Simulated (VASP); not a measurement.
Wanted: the native input for a VASP 6.6.1 run.

```yaml
Task: relaxation of cell and atoms
Functional: PBEsol
Potentials_or_basis: VASP PAW PBE potentials, release 64 (Zr_sv, C)
Cutoff: 600 eV
k_mesh: 9 × 9 × 5
Occupations: fermi-dirac, width 0.05 eV
Spin: no spin polarisation
Target_pressure: 10 GPa
Dipole_correction: no
Further_INCAR_settings: ALGO = Normal; EDIFF = 1e-07; IBRION = 2; EDIFFG = -0.01; NSW = 60; ISIF = 3
```

The structure of ZrC lies in POSCAR:

```
ZrC
1.0
    3.3914762718      0.0000000000      0.0000000000
   -1.6957381359      2.9371046077      0.0000000000
    0.0000000000      0.0000000000      5.2900530000
Zr C
2 2
Direct
    0.6666666667      0.3333333333      0.7500000000
    0.3333333333      0.6666666667      0.2500000000
    0.0000000000      0.0000000000      0.5000000000
    0.0000000000      0.0000000000      0.0000000000
```

These files were run (other wordings do the same):

INCAR

```
PREC     = Accurate       # precision mode
ENCUT    = 600            # plane-wave cutoff, eV
EDIFF    = 1E-7           # SCF threshold, eV
ISMEAR   = -1             # smearing method
SIGMA    = 0.05           # smearing width, eV
LREAL    = F              # projectors in reciprocal space
LASPH    = T              # aspherical terms in the spheres
NELM     = 80             # most SCF steps
ALGO     = Normal         # electronic algorithm
ISIF     = 3              # what is computed and relaxed
LWAVE    = F              # write WAVECAR
LCHARG   = F              # write CHGCAR
GGA      = PS             # functional
IBRION   = 2              # ionic algorithm
NSW      = 60             # ionic steps
EDIFFG   = -0.01          # ionic threshold
PSTRESS  = 100.0
```

KPOINTS

```
Automatic mesh
0
Gamma
  9 9 5
```

Potentials or basis: VASP PAW PBE potentials, release 64 (Zr_sv, C).

Command:

```sh
$ cat potpaw_PBE.64/Zr_sv/POTCAR potpaw_PBE.64/C/POTCAR > POTCAR
$ mpirun -np 1 vasp_std > vasp.out
```

It gave:

* Relaxed volume: 12.24 Å³/atom
* Relaxed cell: a = 3.298 Å, b = 3.298 Å, c = 5.197 Å, α = 90.00°, β = 90.00°, γ = 120.00°
* Space group after relaxing (to 0.1 Å): P6_3/mmc (No. 194)
* Energy change on relaxing (the run minimises the enthalpy): +3.2 meV/atom
* Ionic steps: 9
* Pressure after relaxing: 9.9 GPa
* Band gap on the k mesh: zero (bands 16 and 17 overlap by 1.01 eV)

Caveat: the cell is relaxed towards a set pressure, so the run minimises the enthalpy, not the energy; the PAW data sets were made with another functional, which shifts forces and pressure a little.

It took 7.8 min on 1 thread of Intel Xeon 8259CL (shared host), peak memory 0.21 GiB.
